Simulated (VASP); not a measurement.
Input of a VASP 6.6.1 run:

Contents of INCAR:

```
SYSTEM = AgCl
PREC = Accurate
ENCUT = 600
EDIFF = 1E-6
ISMEAR = -1
SIGMA = 0.02
LREAL = .FALSE.
LASPH = .TRUE.
NELM = 100
ALGO = Normal
ISIF = 3
LWAVE = .FALSE.
LCHARG = .FALSE.
GGA = PS
IBRION = 2
NSW = 80
EDIFFG = -0.005
```

File KPOINTS:

```
regular mesh
0
G
  6 6 6
  0 0 0
```

Contents of POSCAR:

```
AgCl
1.0
    0.0000000000      3.0293613601      3.0293613601
    3.0293613601      0.0000000000      3.0293613601
    3.0293613601      3.0293613601      0.0000000000
Ag Cl
1 1
Direct
    0.0000000000      0.0000000000      0.0000000000
    0.2500000000      0.2500000000      0.2500000000
```

Potentials or basis: VASP PAW PBE potentials, release 64 (Ag, Cl).

Command:

```sh
$ cat potpaw_PBE.64/Ag/POTCAR potpaw_PBE.64/Cl/POTCAR > POTCAR
$ mpirun -np 1 vasp_std > vasp.out
```

(1) Estimate the band gap on the k mesh.

(2) Estimate the space group after relaxing (to 0.1 Å).

(3) Estimate the relaxed cell.

(4) Predict the relaxed volume.

Results:

(1) 1.03 eV.

(2) F-43m (No. 216).

(3) a = 4.160 Å, b = 4.160 Å, c = 4.160 Å, α = 60.00°, β = 60.00°, γ = 60.00°.

(4) 25.45 Å³/atom.

Caveat: the PAW data sets were made with another functional, which shifts forces and pressure a little.
